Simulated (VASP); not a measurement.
# LiH (Fm-3m) in VASP: settings compared, part 2 of 2

VASP 6.6.1. The steps go on from the part before.

### Step 5. Electric field gradients, PBEsol

This run uses another cell than the first one, of 8.40 Å³/atom, 0.962 times its volume.

File INCAR:

```
ALGO = Normal ; EDIFF = 1E-8
ENCUT = 520 ; GGA = PS
ISIF = 2 ; ISMEAR = -1
LASPH = True ; LCHARG = False
LEFG = True ; LREAL = False
LWAVE = False ; NBANDS = 9
NELM = 100 ; PREC = Accurate
SIGMA = 0.03
```

File KPOINTS:

```
k-points
0
Gamma
  11 11 11
```

File POSCAR:

```
LiH
1.0
    0.0000000000      2.0325000000      2.0325000000
    2.0325000000      0.0000000000      2.0325000000
    2.0325000000      2.0325000000      0.0000000000
Li H
1 1
Direct
    0.0000000000      0.0000000000      0.0000000000
    0.5000000000      0.5000000000      0.5000000000
```

Potentials or basis: VASP PAW PBE potentials, release 64 (Li_sv, H).

On the command line:

```bash
$ cat potpaw_PBE.64/Li_sv/POTCAR potpaw_PBE.64/H/POTCAR > POTCAR
$ mpirun -np 1 vasp_std > vasp.out
```

OUTCAR:

```text
EDIFF = 1E-8
   ENCUT = 520
   GGA = PS
   ISIF = 2
   ISMEAR = -1
   LASPH = True
   LREAL = False
   NELM = 100
   PREC = Accurate

 ion  position               nearest neighbor table
   1  0.000  0.000  0.000-
   2  0.500  0.500  0.500-

  LATTYP: Found a face centered cubic cell.
 ALAT       =     4.0650000000

  Lattice vectors:

 A1 = (   0.0000000000,   2.0325000000,   2.0325000000)
 A2 = (   2.0325000000,   0.0000000000,   2.0325000000)
 A3 = (   2.0325000000,   2.0325000000,   0.0000000000)

Analysis of symmetry for initial positions (statically):
=====================================================================
 Subroutine PRICEL returns:
 Original cell was already a primitive cell.

 Routine SETGRP: Setting up the symmetry group for a
 face centered cubic supercell.

 Subroutine GETGRP returns: Found 48 space group operations
 (whereof 48 operations were pure point group operations)
 out of a pool of 48 trial point group operations.

The static configuration has the point symmetry O_h .

Analysis of symmetry for dynamics (positions and initial velocities):
=====================================================================
 Subroutine PRICEL returns:
 Original cell was already a primitive cell.

 Routine SETGRP: Setting up the symmetry group for a
 face centered cubic supercell.

 Subroutine GETGRP returns: Found 48 space group operations
 (whereof 48 operations were pure point group operations)
 out of a pool of 48 trial point group operations.

The dynamic configuration has the point symmetry O_h .

 Subroutine INISYM returns: Found 48 space group operations
 (whereof 48 operations are pure point group operations),
[... 155 lines left out ...]
      3      15.5249      0.00000
      4      17.2809      0.00000
      5      17.2809      0.00000
      6      17.2809      0.00000
      7      21.8071      0.00000
      8      21.8071      0.00000
      9      21.8071      0.00000
[... 265 lines left out ...]
 k-point    24 :      -0.1818    0.1818    0.0000
  band No.  band energies     occupation
      1     -43.7489      2.00000
      2      -3.9122      2.00000
      3       9.8322      0.00000
      4       9.8953      0.00000
      5      15.5774      0.00000
      6      16.9948      0.00000
      7      20.8476      0.00000
      8      22.6027      0.00000
      9      24.2108      0.00000

 [... further k-points ...]
[... 5 lines left out ...]
  --------------------------------------------------------------------------------------
  -------------------------------------------------------------------------------------
  Total       -0.2386880     -0.2386880     -0.2386880      0.0000000     -0.0000000     -0.0000000
  in kB      -22.7729567    -22.7729567    -22.7729567      0.0000000     -0.0000000     -0.0000000
  external PRESSURE =     -22.7729567 kB  Pullay stress =       0.0000000 kB

 VOLUME and BASIS-vectors are now :
 -----------------------------------------------------------------------------
  energy-cutoff  :      520.00
  volume of cell :       16.79
      direct lattice vectors                 reciprocal lattice vectors
     0.000000000  2.032500000  2.032500000    -0.246002460  0.246002460  0.246002460
     2.032500000  0.000000000  2.032500000     0.246002460 -0.246002460  0.246002460
     2.032500000  2.032500000  0.000000000     0.246002460  0.246002460 -0.246002460

 POSITION                                       TOTAL-FORCE (eV/Angst)
 -----------------------------------------------------------------------------------
      0.00000      0.00000      0.00000         0.000000      0.000000      0.000000
      2.03250      2.03250      2.03250         0.000000      0.000000      0.000000
 -----------------------------------------------------------------------------------
    total drift:                                0.000000     -0.000000     -0.000000

  FREE ENERGIE OF THE ION-ELECTRON SYSTEM (eV)
  ---------------------------------------------------
  free  energy   TOTEN  =        -6.1139997281 eV

  energy  without entropy=       -6.1139997281  energy(sigma->0) =       -6.11399973

 Electric field gradients (V/A^2)
---------------------------------------------------------------------
 ion       V_xx      V_yy      V_zz      V_xy      V_xz      V_yz
---------------------------------------------------------------------
   1       0.000     0.000    -0.000    -0.002    -0.002    -0.002
   2       0.000     0.000     0.000     0.001     0.001     0.001
---------------------------------------------------------------------

 Electric field gradients after diagonalization (V/A^2)
 (convention: |V_zz| > |V_xx| > |V_yy|)
----------------------------------------------------------------------
 ion       V_xx      V_yy      V_zz     asymmetry (V_yy - V_xx)/ V_zz
----------------------------------------------------------------------
   1       0.002     0.002    -0.004       0.000
   2      -0.001    -0.001     0.002       0.000
----------------------------------------------------------------------

           NMR quadrupolar parameters

 Cq : quadrupolar parameter    Cq=e*Q*V_zz/h
 eta: asymmetry parameters     (V_yy - V_xx)/ V_zz
 Q  : nuclear electric quadrupole moment in mb (millibarn)
----------------------------------------------------------------------
 ion       Cq(MHz)       eta       Q (mb)
----------------------------------------------------------------------
   1      -0.000       0.000       1.000
   2       0.000       0.000       1.000
----------------------------------------------------------------------
```

stdout:

```text
POSCAR found type information on POSCAR LiH
 POSCAR found :  2 types and       2 ions
 scaLAPACK will be used
 -----------------------------------------------------------------------------
|                                                                             |
|                                                                             |
|     You enforced a specific xc type in the INCAR file but a different       |
|     I HOPE YOU KNOW WHAT YOU ARE DOING!                                     |
|                                                                             |
 -----------------------------------------------------------------------------

 LDA part: xc-table for (Slater+PW92), standard interpolation
 POSCAR, INCAR and KPOINTS ok, starting setup
 FFT: planning ... GRIDC
 FFT: planning ... GRID_SOFT
 FFT: planning ... GRID
 WAVECAR not read
 entering main loop
ion   1

ion   2
```

Wall time 7.4 s (1 thread of Intel Xeon 6975P-C, shared host); peak memory 0.13 GiB.

Results:

| Quantity | Value |
| --- | --- |
| Free energy | -6.1140 eV |
| Band gap on the k mesh | 2.97 eV, direct |

Levels at points of the mesh, in eV from the valence-band top:
```tsv
k point	band 1	band 2	band 3	band 4	band 5
(0.00, 0.00, 0.00)	-43.70	-5.34	15.60	17.36	17.36
```

Caveat: the cutoff is under 1.25 times the usual one of these potentials, so pressure, stress and relaxed cells hold a basis-set (Pulay) error; without QUAD_EFG the Cq values of the log hold for a quadrupole moment of 1 mb, not for the nuclei; the PAW data sets were made with another functional, which shifts forces and pressure a little.

### Step 6. The runs side by side

| task | level | potentials or basis | cell | k mesh for the DOS | occupations for the DOS | gap on the mesh (eV) |
| --- | --- | --- | --- | --- | --- | --- |
| electric field gradients | PBE | VASP PAW PBE potentials, release 64 (Li_sv, H) | a = 2.912 Å, angles 60.0°, 2 atoms | - | - | 3.21 |
| density of states | PBE | VASP PAW PBE potentials, release 64 (Li_sv, H) | a = 2.874 Å, angles 60.0°, 2 atoms | 17 × 17 × 17 | tetrahedron | - |
| electric field gradients | LDA | VASP PAW LDA potentials, release 64 (Li_sv, H) | a = 2.874 Å, angles 60.0°, 2 atoms | - | - | 2.84 |
| electric field gradients | PBEsol | VASP PAW PBE potentials, release 64 (Li_sv, H) | a = 2.874 Å, angles 60.0°, 2 atoms | - | - | 2.97 |

Alike in all rows: no spin polarisation; k mesh 11 × 11 × 11; cutoff (eV) 520; smearing fermi-dirac 0.03 eV.

Caveats: the cutoff is under 1.25 times the usual one of these potentials, so pressure, stress and relaxed cells hold a basis-set (Pulay) error; the PAW data sets were made with another functional, which shifts forces and pressure a little (some runs).

Total energies depend on the potentials used, so only differences within one code and one set of settings carry meaning.
